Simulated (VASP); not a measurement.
# InCu3O3 (R-3m) in VASP: relaxation of cell and atoms with PBE

Aim: the relaxation of cell and atoms of InCu3O3 with PBE.

All numbers are computed with VASP 6.6.1; they aren't measurements. Logs are shortened: lines on timing, memory, paths and dates and some standing lists are left out, and cuts for length are marked.

## (1) The cell of the first run

The structure is trigonal, space group R-3m (No. 166). Conventional cell: a = 5.242 Å, b = 5.242 Å, c = 12.776 Å, α = 90.00°, β = 90.00°, γ = 120.00°. Within 3.4 Å of In (site symmetry -3m) lie 6 Cu at 2.61 Å and 6 O at 2.62 Å. Within 3.4 Å of Cu (site symmetry 2/m) lie 2 In at 2.61 Å and 4 O at 2.61 Å and 4 Cu at 2.62 Å. O (site symmetry 2/m) has 4 Cu at 2.61 Å and 2 In at 2.62 Å and 4 O at 2.62 Å within 3.4 Å.

The cell was generated, and may not be a known phase.

## (2) Relaxation of cell and atoms, PBE, collinear spin

Contents of INCAR:

```
  PREC = Accurate
  ENCUT = 600
  EDIFF = 1E-7
  ISMEAR = 0
  SIGMA = 0.15
  LREAL = F
  LASPH = T
  NELM = 200
  ALGO = Normal
  ISIF = 3
  LWAVE = F
  LCHARG = F
  ISPIN = 2
  MAGMOM = 0 1 1 1 0 0 0
  LORBIT = 11
  LMAXMIX = 4
  GGA = PE
  IBRION = 2
  NSW = 36
  EDIFFG = -0.08
  GGA_COMPAT = F
  NELMIN = 4
```

Contents of KPOINTS:

```
Automatic mesh
0
Gamma
  3 3 3
```

Contents of POSCAR:

```
InCu3O3
1.0
    2.6212149100      1.5133591400      4.2586151100
   -2.6212149100      1.5133591400      4.2586151100
    0.0000000000     -3.0267182700      4.2586151100
In Cu O
1 3 3
Direct
    0.0000000000      0.0000000000      0.0000000000
    0.0000000000      0.0000000000      0.5000000000
    0.5000000000      0.0000000000      0.0000000000
    0.0000000000      0.5000000000      0.0000000000
    0.5000000000      0.5000000000      0.0000000000
    0.0000000000      0.5000000000      0.5000000000
    0.5000000000      0.0000000000      0.5000000000
```

Potentials or basis: VASP PAW PBE potentials, release 64 (In_d, Cu, O).

On the command line:

```
cat potpaw_PBE.64/In_d/POTCAR potpaw_PBE.64/Cu/POTCAR potpaw_PBE.64/O/POTCAR > POTCAR
mpirun -np 1 vasp_std > vasp.out
```

OUTCAR:

```text
PREC = Accurate
   ENCUT = 600
   EDIFF = 1E-7
   ISMEAR = 0
   LREAL = F
   LASPH = T
   NELM = 200
   ISIF = 3
   ISPIN = 2
   LORBIT = 11
   GGA = PE
   IBRION = 2
   NSW = 36
   EDIFFG = -0.08
   NELMIN = 4

 ion  position               nearest neighbor table
   1  0.000  0.000  0.000-   2 2.61   2 2.61   4 2.61   3 2.61   4 2.61   3 2.61   5 2.62   5 2.62
                             6 2.62   6 2.62   7 2.62   7 2.62
   2  0.000  0.000  0.500-   1 2.61   1 2.61   3 2.62   4 2.62   4 2.62   3 2.62
   3  0.500  0.000  0.000-   1 2.61   1 2.61   4 2.62   4 2.62   2 2.62   2 2.62
   4  0.000  0.500  0.000-   1 2.61   1 2.61   3 2.62   3 2.62   2 2.62   2 2.62
   5  0.500  0.500  0.000-   1 2.62   1 2.62
   6  0.000  0.500  0.500-   1 2.62   1 2.62
   7  0.500  0.000  0.500-   1 2.62   1 2.62

  LATTYP: Found a trigonal (rhomboedric) cell.
 ALAT       =     5.2246364602
 COS(alpha) =     0.4965885347

  Lattice vectors:

 A1 = (   2.6212149100,   1.5133591400,   4.2586151100)
 A2 = (  -2.6212149100,   1.5133591400,   4.2586151100)
 A3 = (   0.0000000000,  -3.0267182700,   4.2586151100)

Analysis of symmetry for initial positions (statically):
=====================================================================
 Subroutine PRICEL returns:
 Original cell was already a primitive cell.

 Routine SETGRP: Setting up the symmetry group for a
 trigonal (rhombohedral) supercell.

 Subroutine GETGRP returns: Found 12 space group operations
 (whereof 12 operations were pure point group operations)
 out of a pool of 12 trial point group operations.

The static configuration has the point symmetry D_3d.

Analysis of symmetry for dynamics (positions and initial velocities):
=====================================================================
 Subroutine PRICEL returns:
 Original cell was already a primitive cell.

 Routine SETGRP: Setting up the symmetry group for a
 trigonal (rhombohedral) supercell.

 Subroutine GETGRP returns: Found 12 space group operations
 (whereof 12 operations were pure point group operations)
 out of a pool of 12 trial point group operations.

The dynamic configuration has the point symmetry D_3d.

Analysis of structural, dynamic, and magnetic symmetry:
=====================================================================
 Subroutine PRICEL returns:
 Original cell was already a primitive cell.

 Routine SETGRP: Setting up the symmetry group for a
 trigonal (rhombohedral) supercell.

 Subroutine GETGRP returns: Found 12 space group operations
 (whereof 12 operations were pure point group operations)
 out of a pool of 12 trial point group operations.

The overall configuration has the point symmetry D_3d.

 Subroutine INISYM returns: Found 12 space group operations
 (whereof 12 operations are pure point group operations),
 and found     1 'primitive' translations

----------------------------------------------------------------------------------------

                                     Primitive cell

  volume of cell :     101.3595

  direct lattice vectors                    reciprocal lattice vectors
     2.621214910  1.513359140  4.258615110     0.190751242  0.110130281  0.078272707
    -2.621214910  1.513359140  4.258615110    -0.190751242  0.110130281  0.078272707
     0.000000000 -3.026718270  4.258615110     0.000000000 -0.220260562  0.078272707

  length of vectors
     5.224636461  5.224636461  5.224636460     0.233754854  0.233754854  0.233754854

  position of ions in fractional coordinates (direct lattice)
     0.000000000  0.000000000  0.000000000
     1.000000000  1.000000000  0.500000000
     0.500000000  1.000000000  0.000000000
     1.000000000  0.500000000  0.000000000
     0.500000000  0.500000000  0.000000000
     1.000000000  0.500000000  0.500000000
     0.500000000  1.000000000  0.500000000

  ion indices of the primitive-cell ions
   primitive index   ion index
                 1           1
                 2           2
                 3           3
                 4           4
                 5           5
                 6           6
                 7           7

----------------------------------------------------------------------------------------

 KPOINTS: Automatic mesh

Automatic generation of k-mesh.
 Grid dimensions read from file:
 generate k-points for:    3    3    3

 Generating k-lattice:

  Cartesian coordinates                     Fractional coordinates (reciprocal lattice)
     0.063583747  0.036710094  0.026090902     0.333333333  0.000000000 -0.000000000
    -0.063583747  0.036710094  0.026090902     0.000000000  0.333333333 -0.000000000
     0.000000000 -0.073420187  0.026090902     0.000000000  0.000000000  0.333333333

  Length of vectors
     0.077918285  0.077918285  0.077918285

  Shift w.r.t. Gamma in fractional coordinates (k-lattice)
     0.000000000  0.000000000  0.000000000

 Subroutine IBZKPT returns following result:
 ===========================================

 Found      6 irreducible k-points:

 Following reciprocal coordinates:
            Coordinates               Weight
  0.000000  0.000000  0.000000      1.000000
  0.333333 -0.000000 -0.000000      6.000000
  0.333333  0.333333 -0.000000      6.000000
 -0.333333  0.333333  0.000000      6.000000
  0.333333  0.333333  0.333333      2.000000
 -0.333333  0.333333  0.333333      6.000000
   k-points           NKPTS =      6   k-points in BZ     NKDIM =      6   number of bands    NBANDS=     40
   number of dos      NEDOS =    301   number of ions     NIONS =      7
   total plane-waves  NPLWV =  74088
   dimension x,y,z NGX =    42 NGY =   42 NGZ =   42
   dimension x,y,z NGXF=    84 NGYF=   84 NGZF=   84
   ions per type =               1   3   3
   NGX,Y,Z   is equivalent  to a cutoff of  13.36, 13.36, 13.36 a.u.
   NGXF,Y,Z  is equivalent  to a cutoff of  26.73, 26.73, 26.73 a.u.
 SYSTEM =  unknown system
   PREC   = accura    normal or accurate (medium, high low for compatibility)
   ISTART =      0    job   : 0-new  1-cont  2-samecut
   ICHARG =      2    charge: 1-file 2-atom 10-const
   ISPIN  =      2    spin polarized calculation?
   LNONCOLLINEAR =      F non collinear calculations
   LSORBIT =      F    spin-orbit coupling
   LASPH  =      T    aspherical Exc in radial PAW
   ENCUT  =  600.0 eV  44.10 Ry    6.64 a.u.  10.43 10.43 10.43*2*pi/ulx,y,z
   NELM   =    200;   NELMIN=  4; NELMDL= -5     # of ELM steps
   EDIFF  = 0.1E-06   stopping-criterion for ELM
   LREAL  =      F    real-space projection
   EDIFFG = -.8E-01   stopping-criterion for IOM
   NSW    =     36    number of steps for IOM
   IBRION =      2    ionic relax: 0-MD 1-quasi-New 2-CG
   NFREE  =      1    steps in history (QN), initial steepest desc. (CG)
   ISIF   =      3    stress and relaxation
   ISYM   =      2    0-nonsym 1-usesym 2-fastsym
   POTIM  = 0.5000    time-step for ionic-motion
   TEBEG  =    0.0;   TEEND  =   0.0 temperature during run
   PSTRESS=    0.0 pullay stress
   NELECT =      64.0000    total number of electrons
   NUPDOWN=      -1.0000    fix difference up-down
   EMIN   =  10.00;   EMAX   =-10.00  energy-range for DOS
   EFERMI =   0.00;   METHOD = LEGACY
   ISMEAR =     0;   SIGMA  =   0.15  broadening in eV -4-tet -1-fermi 0-gaus
   EFERMI_NEDOS =   21; number of points for ismear=-14 and -15
   IALGO  =     38    algorithm
   IMIX   =      4    mixing-type and parameters
     AMIX     =   0.40;   BMIX     =  1.00
     AMIX_MAG =   1.60;   BMIX_MAG =  1.00
  volume/ion in A,a.u.               =      14.48        97.72
  Fermi-wavevector in a.u.,A,eV,Ry     =   1.404473  2.654069 26.838096  1.972544
  Thomas-Fermi vector in A             =   2.527031
   LORBIT       =     11    0 simple, 1 ext, 2 COOP (PROOUT), +10 PAW based schemes
   GGA     = PE    functional components
   LHFCALC =     F    Hartree Fock is set to
   AEXX    =    0.0000 exact exchange contribution
   IVDW    =     0    specifies the selected vdW correction
   LEPSILON=     F    determine dielectric tensor
   LRPA    =     F    only Hartree local field effects (RPA)
 conjugate gradient relaxation of ions
 spin polarized calculation
 Gauss-broadening in eV      SIGMA  =   0.15
  energy-cutoff  :      600.00
  volume of cell :      101.36
 maximum number of plane-waves:      3419
 NGX is ok and might be reduce to    42
   NGX = 21   NGY = 21   NGZ = 21

--------------------------------------- Ionic step        1  -------------------------------------------

 number of electron      64.0000021 magnetization       2.0317490

 Free energy of the ion-electron system (eV)
  ---------------------------------------------------
  ext. energy  EPLUGINS =         0.00000000
  ---------------------------------------------------
  free energy    TOTEN  =       -25.26066092 eV

  energy without entropy =      -25.21926506  energy(sigma->0) =      -25.23996299

------------------------ aborting loop because EDIFF is reached ----------------------------------------

  FORCE on cell =-STRESS in cart. coord.  units (eV):
  Direction    XX          YY          ZZ          XY          YZ          ZX
  --------------------------------------------------------------------------------------
  -------------------------------------------------------------------------------------
  Total       -4.6065219     -4.6065219     -7.2611995      0.0000000     -0.0000000      0.0000000
  in kB      -72.8147646    -72.8147649   -114.7769496      0.0000000     -0.0000001      0.0000000
  external PRESSURE =     -86.8021597 kB  Pullay stress =       0.0000000 kB
[... 108 lines left out ...]
  energy  without entropy=      -25.5771126167  energy(sigma->0) =      -25.59491015

--------------------------------------- Ionic step        4  -------------------------------------------

 number of electron      64.0000013 magnetization       1.7502107

 Free energy of the ion-electron system (eV)
  ---------------------------------------------------
  ext. energy  EPLUGINS =         0.00000000
  ---------------------------------------------------
  free energy    TOTEN  =       -25.62059633 eV

  energy without entropy =      -25.58360644  energy(sigma->0) =      -25.60210138

 E-fermi :   4.5562     XC(G=0): -11.1854

 val. band max:        4.5344796455   @ k =  -0.3333   0.3333   0.3333
 cond. band min:       4.6495155250   @ k =   0.3333   0.3333   0.3333
 fundamental gap:      0.1150358794
 Fermi energy:         4.5562127623

 spin component 1

 k-point     1 :       0.0000    0.0000    0.0000
  band No.  band energies     occupation
      1     -13.4086      1.00000
      2     -12.1031      1.00000
      3     -12.1031      1.00000
      4      -9.3629      1.00000
      5      -9.3629      1.00000
      6      -9.3460      1.00000
[... 247 lines left out ...]
     39      11.9343      0.00000
     40      13.3062      0.00000
 Fermi energy:         4.5562127623

 spin component 2

 k-point     1 :       0.0000    0.0000    0.0000
  band No.  band energies     occupation
      1     -12.5094      1.00000
      2     -11.1709      1.00000
      3     -11.1709      1.00000
      4      -9.3649      1.00000
      5      -9.3649      1.00000
      6      -9.3344      1.00000
[... 281 lines left out ...]
  FREE ENERGIE OF THE ION-ELECTRON SYSTEM (eV)
  ---------------------------------------------------
  free  energy   TOTEN  =       -25.6205963278 eV

  energy  without entropy=      -25.5836064401  energy(sigma->0) =      -25.60210138

 reached required accuracy - stopping structural energy minimisation

 total charge

# of ion       s       p       d       tot
------------------------------------------
    1        0.854   0.713   9.949  11.516
    2        0.376   0.278   9.233   9.886
    3        0.376   0.278   9.233   9.886
    4        0.376   0.278   9.233   9.886
    5        1.609   3.131   0.000   4.740
    6        1.609   3.131   0.000   4.740
    7        1.609   3.131   0.000   4.740
--------------------------------------------------
tot          6.807  10.940  37.646  55.394

 magnetization (x)

# of ion       s       p       d       tot
------------------------------------------
    1        0.002  -0.016  -0.001  -0.015
    2       -0.006  -0.005   0.004  -0.007
    3       -0.006  -0.005   0.004  -0.007
    4       -0.006  -0.005   0.004  -0.007
    5        0.005   0.524   0.000   0.528
    6        0.005   0.524   0.000   0.528
    7        0.005   0.524   0.000   0.528
--------------------------------------------------
tot         -0.002   1.540   0.012   1.550
```

Wall time 3.8 min (1 thread of Oxide Virtual Turin-like, shared host); peak memory 0.32 GiB.

What came out:

| Property | Result |
| --- | --- |
| Free energy | -25.6206 eV |
| Relaxed volume | 12.93 Å³/atom |
| Relaxed cell | a = 4.985 Å, b = 4.985 Å, c = 4.985 Å, α = 61.50°, β = 61.50°, γ = 61.50° |
| Space group after relaxing (to 0.1 Å) | R-3m (No. 166) |
| Energy gained by relaxing | 51.4 meV/atom |
| Ionic steps | 4 |
| Pressure after relaxing | 0.3 GPa |
| Net moment | 1.75 μB per cell |
| Site moments | In -0.01; Cu -0.01; O +0.53 μB |
| Valence electrons inside the program's atomic spheres | In 11.52; Cu 9.89; O 4.74 |

Stress tensor (GPa, compression positive):
```
 0.86  0.00  0.00
 0.00  0.86  0.00
 0.00  0.00 -0.81
```

The path:
```
step  energy change (eV)  largest force (eV/Å)  pressure (GPa)  volume (Å³)
   1              0.0000                0.0000           -8.68       101.36
   2             -0.3520                0.0000            0.42        90.27
   3             -0.3520                0.0000            0.29        90.40
   4             -0.3599                0.0000            0.30        90.53
```

Final structure:
```yaml
crystal:
  lattice:
    - [2.54860, 1.47143, 4.02348]
    - [-2.54860, 1.47143, 4.02348]
    - [0.00000, -2.94286, 4.02348]
  atoms:
    - { symbol: In, position: [0.00000, 0.00000, 0.00000] }
    - { symbol: Cu, position: [0.00000, 0.00000, 0.50000] }
    - { symbol: Cu, position: [0.50000, 0.00000, 0.00000] }
    - { symbol: Cu, position: [0.00000, 0.50000, 0.00000] }
    - { symbol: O, position: [0.50000, 0.50000, 0.00000] }
    - { symbol: O, position: [0.00000, 0.50000, 0.50000] }
    - { symbol: O, position: [0.50000, 0.00000, 0.50000] }
```

Caveat: the k points lie up to 0.51 Å⁻¹ apart in the final cell; spin-orbit coupling is left out, which moves the levels of the heavy elements. With open d or f shells a metallic result of PBE can be an artefact of self-interaction; +U or a hybrid may open a gap.
